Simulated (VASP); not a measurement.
# Se (Fd-3m) in VASP: a series of runs

The runs below take Se through single point, with PBE.

Everything below comes from runs of VASP 6.6.1. Logs are shortened: lines on timing, memory, paths and dates and some standing lists are left out, and cuts for length are marked.

### 1 The cell of the first run

The structure is cubic, space group Fd-3m (No. 227). Conventional cell: a = 6.290 Å, b = 6.290 Å, c = 6.290 Å, α = 90.00°, β = 90.00°, γ = 90.00°. Within 3.6 Å of Se (site symmetry -43m) lie 4 Se at 2.72 Å.

This isn't the form of Se at room conditions, which is trigonal, of chains.

### 2 Single point, PBE

INCAR

```
SYSTEM = Se
PREC = Accurate
ENCUT = 520
EDIFF = 1E-6
ISMEAR = -1
SIGMA = 0.06122561905347299
LREAL = .FALSE.
LASPH = .TRUE.
NELM = 60
ALGO = Normal
ISIF = 2
LWAVE = .FALSE.
LCHARG = .FALSE.
GGA = PE
NBANDS = 13
```

KPOINTS

```
regular mesh
0
G
  10 10 10
  0 0 0
```

POSCAR

```
Se
1.0
    0.0000000000      3.1452115472      3.1452115472
    3.1452115472      0.0000000000      3.1452115472
    3.1452115472      3.1452115472      0.0000000000
Se
2
Direct
    0.0000000000      0.0000000000      0.0000000000
    0.2500000000      0.2500000000      0.2500000000
```

Potentials or basis: VASP PAW PBE potentials, release 64 (Se).

On the command line:

```bash
$ cat potpaw_PBE.64/Se/POTCAR > POTCAR
$ mpirun -np 1 vasp_std > vasp.out
```

OUTCAR:

```text
SYSTEM = Se
   PREC = Accurate
   ENCUT = 520
   EDIFF = 1E-6
   ISMEAR = -1
   LREAL = .FALSE.
   LASPH = .TRUE.
   NELM = 60
   ISIF = 2
   GGA = PE

 ion  position               nearest neighbor table
   1  0.000  0.000  0.000-   2 2.72   2 2.72   2 2.72   2 2.72
   2  0.250  0.250  0.250-   1 2.72   1 2.72   1 2.72   1 2.72

  LATTYP: Found a face centered cubic cell.
 ALAT       =     6.2904230944

  Lattice vectors:

 A1 = (   0.0000000000,   3.1452115472,   3.1452115472)
 A2 = (   3.1452115472,   0.0000000000,   3.1452115472)
 A3 = (   3.1452115472,   3.1452115472,   0.0000000000)

Analysis of symmetry for initial positions (statically):
=====================================================================
 Subroutine PRICEL returns:
 Original cell was already a primitive cell.

 Routine SETGRP: Setting up the symmetry group for a
 face centered cubic supercell.

 Subroutine GETGRP returns: Found 48 space group operations
 (whereof 24 operations were pure point group operations)
 out of a pool of 48 trial point group operations.

The static configuration has the point symmetry T_d .
 The point group associated with its full space group is O_h .

Analysis of symmetry for dynamics (positions and initial velocities):
=====================================================================
 Subroutine PRICEL returns:
 Original cell was already a primitive cell.

 Routine SETGRP: Setting up the symmetry group for a
 face centered cubic supercell.

 Subroutine GETGRP returns: Found 48 space group operations
 (whereof 24 operations were pure point group operations)
 out of a pool of 48 trial point group operations.

The dynamic configuration has the point symmetry T_d .
 The point group associated with its full space group is O_h .

 Subroutine INISYM returns: Found 48 space group operations
 (whereof 24 operations are pure point group operations),
 and found     1 'primitive' translations

----------------------------------------------------------------------------------------

                                     Primitive cell

  volume of cell :      62.2271

  direct lattice vectors                    reciprocal lattice vectors
     0.000000000  3.145211547  3.145211547    -0.158971819  0.158971819  0.158971819
     3.145211547  0.000000000  3.145211547     0.158971819 -0.158971819  0.158971819
     3.145211547  3.145211547  0.000000000     0.158971819  0.158971819 -0.158971819

  length of vectors
     4.448000827  4.448000827  4.448000827     0.275347267  0.275347267  0.275347267

  position of ions in fractional coordinates (direct lattice)
     0.000000000  0.000000000  0.000000000
     0.250000000  0.250000000  0.250000000

  ion indices of the primitive-cell ions
   primitive index   ion index
                 1           1
                 2           2

----------------------------------------------------------------------------------------

 KPOINTS: regular mesh

Automatic generation of k-mesh.
 Grid dimensions read from file:
 generate k-points for:   10   10   10

 Generating k-lattice:

  Cartesian coordinates                     Fractional coordinates (reciprocal lattice)
    -0.015897182  0.015897182  0.015897182     0.100000000  0.000000000  0.000000000
     0.015897182 -0.015897182  0.015897182     0.000000000  0.100000000  0.000000000
     0.015897182  0.015897182 -0.015897182     0.000000000  0.000000000  0.100000000

  Length of vectors
     0.027534727  0.027534727  0.027534727

  Shift w.r.t. Gamma in fractional coordinates (k-lattice)
     0.000000000  0.000000000  0.000000000

 Subroutine IBZKPT returns following result:
 ===========================================

 Found     47 irreducible k-points:

 Following reciprocal coordinates:
            Coordinates               Weight
  0.000000  0.000000  0.000000      1.000000
  0.100000  0.000000  0.000000      8.000000
  0.200000  0.000000  0.000000      8.000000
  0.300000  0.000000  0.000000      8.000000
  0.400000  0.000000  0.000000      8.000000
  0.500000  0.000000  0.000000      4.000000
[... 16 lines left out ...]
  0.300000  0.300000  0.000000      6.000000
  0.400000  0.300000  0.000000     24.000000
 [... further k-points ...]
   k-points           NKPTS =     47   k-points in BZ     NKDIM =     47   number of bands    NBANDS=     13
   number of dos      NEDOS =    301   number of ions     NIONS =      2
   total plane-waves  NPLWV =  46656
   dimension x,y,z NGX =    36 NGY =   36 NGZ =   36
   dimension x,y,z NGXF=    72 NGYF=   72 NGZF=   72
   ions per type =               2
   NGX,Y,Z   is equivalent  to a cutoff of  13.46, 13.46, 13.46 a.u.
   NGXF,Y,Z  is equivalent  to a cutoff of  26.91, 26.91, 26.91 a.u.
 SYSTEM =  Se
   PREC   = accura    normal or accurate (medium, high low for compatibility)
   ISTART =      0    job   : 0-new  1-cont  2-samecut
   ICHARG =      2    charge: 1-file 2-atom 10-const
   ISPIN  =      1    spin polarized calculation?
   LNONCOLLINEAR =      F non collinear calculations
   LSORBIT =      F    spin-orbit coupling
   LASPH  =      T    aspherical Exc in radial PAW
   ENCUT  =  520.0 eV  38.22 Ry    6.18 a.u.   8.27  8.27  8.27*2*pi/ulx,y,z
   NELM   =     60;   NELMIN=  2; NELMDL= -5     # of ELM steps
   EDIFF  = 0.1E-05   stopping-criterion for ELM
   LREAL  =      F    real-space projection
   EDIFFG = 0.1E-04   stopping-criterion for IOM
   NSW    =      0    number of steps for IOM
   IBRION =     -1    ionic relax: 0-MD 1-quasi-New 2-CG
   NFREE  =      0    steps in history (QN), initial steepest desc. (CG)
   ISIF   =      2    stress and relaxation
   ISYM   =      2    0-nonsym 1-usesym 2-fastsym
   POTIM  = 0.5000    time-step for ionic-motion
   TEBEG  =    0.0;   TEEND  =   0.0 temperature during run
   PSTRESS=    0.0 pullay stress
   NELECT =      12.0000    total number of electrons
   NUPDOWN=      -1.0000    fix difference up-down
   EMIN   =  10.00;   EMAX   =-10.00  energy-range for DOS
   EFERMI =   0.00;   METHOD = LEGACY
   ISMEAR =    -1;   SIGMA  =   0.06  broadening in eV -4-tet -1-fermi 0-gaus
   EFERMI_NEDOS =   21; number of points for ismear=-14 and -15
   IALGO  =     38    algorithm
   IMIX   =      4    mixing-type and parameters
     AMIX     =   0.40;   BMIX     =  1.00
     AMIX_MAG =   1.60;   BMIX_MAG =  1.00
  volume/ion in A,a.u.               =      31.11       209.96
  Fermi-wavevector in a.u.,A,eV,Ry     =   0.945820  1.787342 12.171451  0.894576
  Thomas-Fermi vector in A             =   2.073759
   LORBIT       =      0    0 simple, 1 ext, 2 COOP (PROOUT), +10 PAW based schemes
   GGA     = PE    functional components
   LHFCALC =     F    Hartree Fock is set to
   AEXX    =    0.0000 exact exchange contribution
   IVDW    =     0    specifies the selected vdW correction
   LEPSILON=     F    determine dielectric tensor
   LRPA    =     F    only Hartree local field effects (RPA)
 non-spin polarized calculation
  energy-cutoff  :      520.00
  volume of cell :       62.23
 maximum number of plane-waves:      1695
 NGX is ok and might be reduce to    36
   NGX = 17   NGY = 17   NGZ = 17

 number of electron      12.0000000 magnetization

 Free energy of the ion-electron system (eV)
  ---------------------------------------------------
  ext. energy  EPLUGINS =         0.00000000
  ---------------------------------------------------
  free energy    TOTEN  =        -6.00170422 eV

  energy without entropy =       -5.97998370  energy(sigma->0) =       -5.99084396

 E-fermi :   2.1765     XC(G=0):  -8.2349

 val. band max:        2.1758416418   @ k =  -0.4000   0.2000   0.1000
 cond. band min:       2.1902015365   @ k =   0.3000   0.0000   0.0000
 fundamental gap:      0.0143598947
 Fermi energy:         2.1765249268

 k-point     1 :       0.0000    0.0000    0.0000
  band No.  band energies     occupation
      1     -13.1864      2.00000
      2      -8.0238      2.00000
      3      -1.2730      2.00000
      4      -1.2730      2.00000
      5      -1.2730      2.00000
      6       1.4079      1.99999
      7       1.4079      1.99999
      8       1.4079      1.99999
      9       6.5859      0.00000
     10       9.8290      0.00000
     11       9.8290      0.00000
     12      11.7555      0.00000
     13      11.7555      0.00000

 k-point     2 :       0.1000    0.0000    0.0000
  band No.  band energies     occupation
      1     -13.1200      2.00000
      2      -8.1916      2.00000
      3      -1.3650      2.00000
      4      -1.3650      2.00000
      5      -1.3153      2.00000
      6       1.5364      1.99994
      7       1.5451      1.99993
      8       1.5451      1.99993
      9       6.9133      0.00000
     10       9.5491      0.00000
     11       9.5491      0.00000
     12      11.4669      0.00000
     13      12.3585      0.00000

 k-point     3 :       0.2000    0.0000    0.0000
  band No.  band energies     occupation
      1     -12.9290      2.00000
      2      -8.6304      2.00000
      3      -1.5715      2.00000
      4      -1.5715      2.00000
      5      -1.4698      2.00000
      6       1.8625      1.98823
      7       1.8625      1.98823
      8       1.9892      1.91040
      9       7.6699      0.00000
     10       9.2444      0.00000
     11       9.2444      0.00000
     12      11.0781      0.00000
     13      13.5893      0.00000
[... 305 lines left out ...]
 k-point    23 :       0.3000    0.3000    0.0000
  band No.  band energies     occupation
      1     -12.4074      2.00000
      2      -9.5716      2.00000
      3      -2.3806      2.00000
      4      -2.3806      2.00000
      5      -0.1190      2.00000
      6       0.5220      2.00000
      7       3.3640      0.00000
      8       3.3640      0.00000
      9       7.4104      0.00000
     10       9.2994      0.00000
     11      11.0980      0.00000
     12      13.3899      0.00000
     13      13.3901      0.00000

 k-point    24 :       0.4000    0.3000    0.0000
  band No.  band energies     occupation
      1     -12.1145      2.00000
      2     -10.0058      2.00000
      3      -2.6466      2.00000
      4      -2.5100      2.00000
      5       0.0161      2.00000
      6       0.6291      2.00000
      7       3.6759      0.00000
      8       3.7104      0.00000
      9       7.5684      0.00000
     10       9.3443      0.00000
     11      11.4119      0.00000
     12      12.6797      0.00000
     13      12.8488      0.00000

 [... further k-points ...]

------------------------ aborting loop because EDIFF is reached ----------------------------------------

  FORCE on cell =-STRESS in cart. coord.  units (eV):
  Direction    XX          YY          ZZ          XY          YZ          ZX
  --------------------------------------------------------------------------------------
  -------------------------------------------------------------------------------------
  Total        0.3166235      0.3166235      0.3166235      0.0000000     -0.0000000      0.0000000
  in kB        8.1521861      8.1521861      8.1521861      0.0000000     -0.0000000      0.0000000
  external PRESSURE =       8.1521861 kB  Pullay stress =       0.0000000 kB

 VOLUME and BASIS-vectors are now :
 -----------------------------------------------------------------------------
  energy-cutoff  :      520.00
  volume of cell :       62.23
      direct lattice vectors                 reciprocal lattice vectors
     0.000000000  3.145211547  3.145211547    -0.158971819  0.158971819  0.158971819
     3.145211547  0.000000000  3.145211547     0.158971819 -0.158971819  0.158971819
     3.145211547  3.145211547  0.000000000     0.158971819  0.158971819 -0.158971819

 POSITION                                       TOTAL-FORCE (eV/Angst)
 -----------------------------------------------------------------------------------
      0.00000      0.00000      0.00000        -0.000000     -0.000000     -0.000000
      1.57261      1.57261      1.57261         0.000000      0.000000      0.000000
 -----------------------------------------------------------------------------------
    total drift:                                0.000000      0.000000      0.000000

  FREE ENERGIE OF THE ION-ELECTRON SYSTEM (eV)
  ---------------------------------------------------
  free  energy   TOTEN  =        -6.0017042236 eV

  energy  without entropy=       -5.9799837035  energy(sigma->0) =       -5.99084396
```

It took 50 s on 1 thread of Intel Xeon 8259CL, shared host; peak memory 0.21 GiB.

What came out:

```yaml
Free_energy: -6.0017 eV
Pressure: 0.8 GPa
Band_gap_on_the_k_mesh: zero (bands 6 and 7 overlap by 1.08 eV)
```

### 3 Single point, PBE

This run uses another cell than the first one, of 31.75 Å³/atom.

INCAR, as its differences from that of step 2:

```diff
@@ -8,3 +8,3 @@
 LASPH = .TRUE.
-NELM = 60
+NELM = 100
 ALGO = Normal
```

KPOINTS

```
Automatic mesh
0
G
  10 10 10
  0 0 0
```

POSCAR

```
Se
1.0
    0.0000000000      3.1664636212      3.1664636212
    3.1664636212      0.0000000000      3.1664636212
    3.1664636212      3.1664636212      0.0000000000
Se
2
Direct
    0.0000000000      0.0000000000      0.0000000000
    0.2500000000      0.2500000000      0.2500000000
```

Potentials or basis: VASP PAW PBE potentials, release 64 (Se).

On the command line:

```bash
$ cat potpaw_PBE.64/Se/POTCAR > POTCAR
$ mpirun -np 1 vasp_std > vasp.out
```

Run time: 53 s. Hardware: 1 thread of Intel Xeon 8259CL, shared host; peak memory 0.21 GiB.

The run converged. Its results:

```
Free energy            : -6.0049 eV
Pressure               : 0.0 GPa
Band gap on the k mesh : zero (bands 6 and 7 overlap by 1.05 eV)
```

Levels at points of the mesh, in eV from the Fermi level:
| k point | band 3 | band 4 | band 5 | band 6 | band 7 | band 8 | band 9 | band 10 |
| --- | --- | --- | --- | --- | --- | --- | --- | --- |
| (0.00, 0.00, 0.00) | -3.38 | -3.38 | -3.38 | -0.74 | -0.74 | -0.74 | 4.42 | 7.68 |
| (0.50, 0.00, 0.00) | -4.06 | -4.06 | -4.05 | 0.32 | 0.32 | 1.63 | 6.89 | 6.93 |
| (0.50, 0.50, 0.00) | -4.82 | -4.82 | -1.90 | -1.90 | 2.13 | 2.13 | 6.23 | 6.23 |
